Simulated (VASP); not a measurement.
# CaYC2N2 (P-1) in VASP: single point with PBE

Aim: the single point of CaYC2N2 with PBE.

Everything below comes from runs of VASP 6.6.1. Logs are shortened: lines on timing, memory, paths and dates and some standing lists are left out, and cuts for length are marked.

**1. The cell of the first run**

The typed cell holds 6 atoms: a = 3.552 Å, b = 4.173 Å, c = 8.639 Å, α = 81.91°, β = 85.31°, γ = 69.01°.

**2. Single point, PBE**

Input file INCAR:

```
PREC = Accurate
ENCUT = 520
EDIFF = 1E-6
ISMEAR = 0
SIGMA = 0.1
LREAL = F
LASPH = T
NELM = 100
ALGO = Normal
ISIF = 2
LWAVE = F
LCHARG = F
GGA = PE
NBANDS = 28
```

Input file KPOINTS:

```
Automatic mesh
0
Gamma
  6 4 2
```

Input file POSCAR:

```
CaYC2N2
1.0
    3.5523387500      0.0000000000      0.0000000000
    1.4950644100      3.8962278900      0.0000000000
    0.7056234000      1.0313694800      8.5478122700
Ca Y C N
1 1 2 2
Direct
    0.5000000000      0.0000000000      0.5000000000
    0.0000000000      0.0000000000      0.0000000000
    0.1919431300      0.6161137400      0.1919431300
    0.8080568700      0.3838862600      0.8080568700
    0.2985782000      0.4028436000      0.2985782000
    0.7014218000      0.5971564000      0.7014218000
```

Potentials or basis: VASP PAW PBE potentials, release 64 (Ca_sv, Y_sv, C, N).

Command:

```
$ cat potpaw_PBE.64/Ca_sv/POTCAR potpaw_PBE.64/Y_sv/POTCAR potpaw_PBE.64/C/POTCAR potpaw_PBE.64/N/POTCAR > POTCAR
$ mpirun -np 1 vasp_std > vasp.out
```

OUTCAR:

```text
PREC = Accurate
   ENCUT = 520
   EDIFF = 1E-6
   ISMEAR = 0
   LREAL = F
   LASPH = T
   NELM = 100
   ISIF = 2
   GGA = PE

 ion  position               nearest neighbor table
   1  0.500  0.000  0.500-   5 2.21   6 2.21
   2  0.000  0.000  0.000-   3 2.11   4 2.11
   3  0.192  0.616  0.192-   5 1.17   2 2.11
   4  0.808  0.384  0.808-   6 1.17   2 2.11
   5  0.299  0.403  0.299-   3 1.17   1 2.21
   6  0.701  0.597  0.701-   4 1.17   1 2.21

  LATTYP: Found a triclinic cell.
 ALAT       =     6.3762740241
 B/A-ratio  =     0.6544927773
 C/A-ratio  =     1.4221815939
 COS(alpha) =     0.0062777193
 COS(beta)  =     0.1790005097
 COS(gamma) =     0.8540812581

  Lattice vectors:

 A1 = (  -5.0474031600,  -3.8962278900,   0.0000000000)
 A2 = (  -1.4950644100,  -3.8962278900,   0.0000000000)
 A3 = (  -2.8467153500,   1.0313694800,   8.5478122700)

Analysis of symmetry for initial positions (statically):
=====================================================================
 Subroutine PRICEL returns:
 Original cell was already a primitive cell.

 Routine SETGRP: Setting up the symmetry group for a
 triclinic supercell.

 Subroutine GETGRP returns: Found  2 space group operations
 (whereof  2 operations were pure point group operations)
 out of a pool of  2 trial point group operations.

The static configuration has the point symmetry S_2 .

Analysis of symmetry for dynamics (positions and initial velocities):
=====================================================================
 Subroutine PRICEL returns:
 Original cell was already a primitive cell.

 Routine SETGRP: Setting up the symmetry group for a
 triclinic supercell.

 Subroutine GETGRP returns: Found  2 space group operations
 (whereof  2 operations were pure point group operations)
 out of a pool of  2 trial point group operations.

The dynamic configuration has the point symmetry S_2 .

 Subroutine INISYM returns: Found  2 space group operations
 (whereof  2 operations are pure point group operations),
 and found     1 'primitive' translations

----------------------------------------------------------------------------------------

                                     Primitive cell

  volume of cell :     118.3079

  direct lattice vectors                    reciprocal lattice vectors
     3.552338750  0.000000000  0.000000000     0.281504685 -0.108019255 -0.010204778
     1.495064410  3.896227890  0.000000000     0.000000000  0.256658498 -0.030968128
     0.705623400  1.031369480  8.547812270     0.000000000  0.000000000  0.116988999

  length of vectors
     3.552338750  4.173225295  8.638675940     0.301690544  0.258520037  0.116988999

  position of ions in fractional coordinates (direct lattice)
     0.500000000  0.000000000  0.500000000
     0.000000000  0.000000000  0.000000000
     0.191943130  0.616113740  0.191943130
     0.808056870  0.383886260  0.808056870
     0.298578200  0.402843600  0.298578200
     0.701421800  0.597156400  0.701421800

  ion indices of the primitive-cell ions
   primitive index   ion index
                 1           1
                 2           2
                 3           3
                 4           4
                 5           5
                 6           6

----------------------------------------------------------------------------------------

 KPOINTS: Automatic mesh

Automatic generation of k-mesh.
 Grid dimensions read from file:
 generate k-points for:    6    4    2

 Generating k-lattice:

  Cartesian coordinates                     Fractional coordinates (reciprocal lattice)
     0.046917447 -0.018003209 -0.001700796     0.166666667  0.000000000 -0.000000000
     0.000000000  0.064164625 -0.007742032     0.000000000  0.250000000  0.000000000
     0.000000000  0.000000000  0.058494499     0.000000000  0.000000000  0.500000000

  Length of vectors
     0.050281757  0.064630009  0.058494499

  Shift w.r.t. Gamma in fractional coordinates (k-lattice)
     0.000000000  0.000000000  0.000000000

 Subroutine IBZKPT returns following result:
 ===========================================

 Found     28 irreducible k-points:

 Following reciprocal coordinates:
            Coordinates               Weight
  0.000000  0.000000  0.000000      1.000000
  0.166667  0.000000  0.000000      2.000000
  0.333333  0.000000 -0.000000      2.000000
  0.500000 -0.000000  0.000000      1.000000
  0.000000  0.250000 -0.000000      2.000000
  0.166667  0.250000 -0.000000      2.000000
[... 16 lines left out ...]
 -0.333333  0.250000  0.500000      2.000000
 -0.166667  0.250000  0.500000      2.000000
 [... further k-points ...]
   k-points           NKPTS =     28   k-points in BZ     NKDIM =     28   number of bands    NBANDS=     28
   number of dos      NEDOS =    301   number of ions     NIONS =      6
   total plane-waves  NPLWV =  57344
   dimension x,y,z NGX =    28 NGY =   32 NGZ =   64
   dimension x,y,z NGXF=    56 NGYF=   64 NGZF=  128
   ions per type =               1   1   2   2
   NGX,Y,Z   is equivalent  to a cutoff of  13.10, 12.75, 12.32 a.u.
   NGXF,Y,Z  is equivalent  to a cutoff of  26.21, 25.50, 24.63 a.u.
 SYSTEM =  unknown system
   PREC   = accura    normal or accurate (medium, high low for compatibility)
   ISTART =      0    job   : 0-new  1-cont  2-samecut
   ICHARG =      2    charge: 1-file 2-atom 10-const
   ISPIN  =      1    spin polarized calculation?
   LNONCOLLINEAR =      F non collinear calculations
   LSORBIT =      F    spin-orbit coupling
   LASPH  =      T    aspherical Exc in radial PAW
   ENCUT  =  520.0 eV  38.22 Ry    6.18 a.u.   6.60  7.76 16.06*2*pi/ulx,y,z
   NELM   =    100;   NELMIN=  2; NELMDL= -5     # of ELM steps
   EDIFF  = 0.1E-05   stopping-criterion for ELM
   LREAL  =      F    real-space projection
   EDIFFG = 0.1E-04   stopping-criterion for IOM
   NSW    =      0    number of steps for IOM
   IBRION =     -1    ionic relax: 0-MD 1-quasi-New 2-CG
   NFREE  =      0    steps in history (QN), initial steepest desc. (CG)
   ISIF   =      2    stress and relaxation
   ISYM   =      2    0-nonsym 1-usesym 2-fastsym
   POTIM  = 0.5000    time-step for ionic-motion
   TEBEG  =    0.0;   TEEND  =   0.0 temperature during run
   PSTRESS=    0.0 pullay stress
   NELECT =      39.0000    total number of electrons
   NUPDOWN=      -1.0000    fix difference up-down
   EMIN   =  10.00;   EMAX   =-10.00  energy-range for DOS
   EFERMI =   0.00;   METHOD = LEGACY
   ISMEAR =     0;   SIGMA  =   0.10  broadening in eV -4-tet -1-fermi 0-gaus
   EFERMI_NEDOS =   21; number of points for ismear=-14 and -15
   IALGO  =     38    algorithm
   IMIX   =      4    mixing-type and parameters
     AMIX     =   0.40;   BMIX     =  1.00
     AMIX_MAG =   1.60;   BMIX_MAG =  1.00
  volume/ion in A,a.u.               =      19.72       133.06
  Fermi-wavevector in a.u.,A,eV,Ry     =   1.130902  2.137096 17.401039  1.278940
  Thomas-Fermi vector in A             =   2.267600
   LORBIT       =      0    0 simple, 1 ext, 2 COOP (PROOUT), +10 PAW based schemes
   GGA     = PE    functional components
   LHFCALC =     F    Hartree Fock is set to
   AEXX    =    0.0000 exact exchange contribution
   IVDW    =     0    specifies the selected vdW correction
   LEPSILON=     F    determine dielectric tensor
   LRPA    =     F    only Hartree local field effects (RPA)
 non-spin polarized calculation
 Gauss-broadening in eV      SIGMA  =   0.10
  energy-cutoff  :      520.00
  volume of cell :      118.31
 maximum number of plane-waves:      3216
 NGX is ok and might be reduce to    28
   NGX = 13   NGY = 15   NGZ = 33

 number of electron      38.9999998 magnetization

 Free energy of the ion-electron system (eV)
  ---------------------------------------------------
  ext. energy  EPLUGINS =         0.00000000
  ---------------------------------------------------
  free energy    TOTEN  =       -41.61100612 eV

  energy without entropy =      -41.59439375  energy(sigma->0) =      -41.60269993

 E-fermi :   2.9461     XC(G=0):  -8.5843

 val. band max:        2.9300697853   @ k =   0.0000   0.2500   0.5000
 cond. band min:       2.9825713225   @ k =   0.0000   0.5000   0.5000
 fundamental gap:      0.0525015372
 Fermi energy:         2.9460504205

 k-point     1 :       0.0000    0.0000    0.0000
  band No.  band energies     occupation
      1     -39.5859      2.00000
      2     -38.8749      2.00000
      3     -20.0239      2.00000
      4     -19.9515      2.00000
      5     -19.9162      2.00000
      6     -19.8665      2.00000
[... 20 lines left out ...]
     27       6.1621      0.00000
     28       6.2356      0.00000

 k-point     2 :       0.1667    0.0000    0.0000
  band No.  band energies     occupation
      1     -39.5794      2.00000
      2     -38.8705      2.00000
      3     -20.0185      2.00000
      4     -19.9660      2.00000
      5     -19.9385      2.00000
      6     -19.8651      2.00000
[... 20 lines left out ...]
     27       5.6750      0.00000
     28       6.0269      0.00000

 k-point     3 :       0.3333    0.0000   -0.0000
  band No.  band energies     occupation
      1     -39.5663      2.00000
      2     -38.8618      2.00000
      3     -20.0673      2.00000
      4     -20.0087      2.00000
      5     -19.9066      2.00000
      6     -19.8640      2.00000
[... 20 lines left out ...]
     27       5.8134      0.00000
     28       6.0686      0.00000

 k-point     4 :       0.5000   -0.0000    0.0000
  band No.  band energies     occupation
      1     -39.5598      2.00000
      2     -38.8574      2.00000
      3     -20.1163      2.00000
      4     -20.0057      2.00000
      5     -19.8806      2.00000
      6     -19.8744      2.00000
[... 20 lines left out ...]
     27       5.9657      0.00000
     28       6.3317      0.00000

 k-point     5 :       0.0000    0.2500   -0.0000
  band No.  band energies     occupation
      1     -39.5836      2.00000
      2     -38.8734      2.00000
      3     -20.0355      2.00000
      4     -19.9318      2.00000
      5     -19.9167      2.00000
      6     -19.8873      2.00000
[... 20 lines left out ...]
     27       6.3960      0.00000
     28       6.4517      0.00000

 k-point     6 :       0.1667    0.2500   -0.0000
  band No.  band energies     occupation
      1     -39.5781      2.00000
      2     -38.8697      2.00000
      3     -20.0249      2.00000
      4     -19.9684      2.00000
      5     -19.9281      2.00000
      6     -19.8725      2.00000
[... 463 lines left out ...]
      5     -19.9005      2.00000
      6     -19.8713      2.00000
[... 20 lines left out ...]
     27       5.7946      0.00000
     28       5.9491      0.00000

 k-point    22 :       0.5000    0.2500    0.5000
  band No.  band energies     occupation
      1     -39.5590      2.00000
      2     -38.8568      2.00000
      3     -20.1138      2.00000
      4     -20.0121      2.00000
      5     -19.8799      2.00000
      6     -19.8741      2.00000
[... 20 lines left out ...]
     27       6.2605      0.00000
     28       6.3016      0.00000

 k-point    23 :      -0.3333    0.2500    0.5000
  band No.  band energies     occupation
      1     -39.5645      2.00000
      2     -38.8606      2.00000
      3     -20.0678      2.00000
      4     -20.0232      2.00000
      5     -19.8918      2.00000
      6     -19.8745      2.00000
[... 20 lines left out ...]
     27       5.8240      0.00000
     28       5.9627      0.00000

 k-point    24 :      -0.1667    0.2500    0.5000
  band No.  band energies     occupation
      1     -39.5768      2.00000
      2     -38.8689      2.00000
      3     -20.0350      2.00000
      4     -19.9698      2.00000
      5     -19.9180      2.00000
      6     -19.8822      2.00000
[... 20 lines left out ...]
     27       6.1974      0.00000
     28       6.3557      0.00000

 [... further k-points ...]

------------------------ aborting loop because EDIFF is reached ----------------------------------------

  FORCE on cell =-STRESS in cart. coord.  units (eV):
  Direction    XX          YY          ZZ          XY          YZ          ZX
  --------------------------------------------------------------------------------------
  -------------------------------------------------------------------------------------
  Total       -0.1782627      9.6051762     18.0207897     -1.9320688    -19.1592116      3.0046405
  in kB       -2.4141115    130.0775108    244.0454429    -26.1649237   -259.4624509     40.6901605
  external PRESSURE =     123.9029474 kB  Pullay stress =       0.0000000 kB

 VOLUME and BASIS-vectors are now :
 -----------------------------------------------------------------------------
  energy-cutoff  :      520.00
  volume of cell :      118.31
      direct lattice vectors                 reciprocal lattice vectors
     3.552338750  0.000000000  0.000000000     0.281504685 -0.108019255 -0.010204778
     1.495064410  3.896227890  0.000000000     0.000000000  0.256658498 -0.030968128
     0.705623400  1.031369480  8.547812270     0.000000000  0.000000000  0.116988999

 POSITION                                       TOTAL-FORCE (eV/Angst)
 -----------------------------------------------------------------------------------
      2.12898      0.51568      4.27391         0.000000     -0.000000      0.000000
      0.00000      0.00000      0.00000         0.000000      0.000000      0.000000
      1.73842      2.59848      1.64069         0.179382     -0.305361     -0.088721
      4.01461      2.32911      6.90712        -0.179382      0.305361      0.088721
      1.87361      1.87751      2.55219         0.284624     -2.138305      3.011394
      3.87941      3.05008      5.99562        -0.284624      2.138305     -3.011394
 -----------------------------------------------------------------------------------
    total drift:                               -0.000000     -0.000000     -0.000000

  FREE ENERGIE OF THE ION-ELECTRON SYSTEM (eV)
  ---------------------------------------------------
  free  energy   TOTEN  =       -41.6110061157 eV

  energy  without entropy=      -41.5943937526  energy(sigma->0) =      -41.60269993
```

Run time: 3.7 min. Hardware: 1 thread of Intel Xeon 8259CL, shared host; peak memory 0.31 GiB.

What came out:

| Property | Result |
| --- | --- |
| Free energy | -41.6110 eV |
| Pressure | 12.4 GPa |
| Largest force | 3.704 eV/Å |
| Band gap on the k mesh | zero (an odd number of electrons rules out a gap without spin polarisation) |

Forces in eV/Å, atoms in the order of the input:
```
Ca   0.000  0.000  0.000
Y    0.000  0.000  0.000
C    0.179 -0.305 -0.089
C   -0.179  0.305  0.089
N    0.285 -2.138  3.011
N   -0.285  2.138 -3.011
```

Levels at points of the mesh, in eV from the Fermi level:
| k point | band 16 | band 17 | band 18 | band 19 | band 20 | band 21 | band 22 | band 23 |
| --- | --- | --- | --- | --- | --- | --- | --- | --- |
| (0.00, 0.00, 0.00) | -5.06 | -4.89 | -4.04 | -1.44 | -0.81 | -0.22 | 0.92 | 1.58 |
| (0.50, 0.00, 0.00) | -5.61 | -5.44 | -3.82 | -0.77 | 0.23 | 0.65 | 1.20 | 1.35 |
| (0.00, 0.50, 0.00) | -5.12 | -5.01 | -4.02 | -0.59 | 0.08 | 1.13 | 1.18 | 1.64 |
| (0.50, 0.50, 0.00) | -5.74 | -5.42 | -3.72 | -0.74 | 0.23 | 0.52 | 1.16 | 1.28 |
| (0.00, 0.00, 0.50) | -4.99 | -4.97 | -4.31 | -1.02 | -0.47 | -0.43 | 0.50 | 1.16 |
| (0.50, 0.00, 0.50) | -5.74 | -5.48 | -3.63 | -1.15 | 0.65 | 0.66 | 1.08 | 1.67 |
| (0.00, 0.50, 0.50) | -5.08 | -5.05 | -4.18 | -0.56 | 0.04 | 0.91 | 1.43 | 1.82 |
| (0.50, 0.50, 0.50) | -5.94 | -5.53 | -3.50 | -1.14 | 0.52 | 0.60 | 0.92 | 1.84 |

Caveat: the k points lie up to 0.41 Å⁻¹ apart, too coarse for converged energies and pressures of a metal; an odd number of electrons without spin polarisation forces a metal; a magnetic or distorted state may lie lower.

The gap in the log of VASP goes by the Fermi energy; the results here count the filled bands.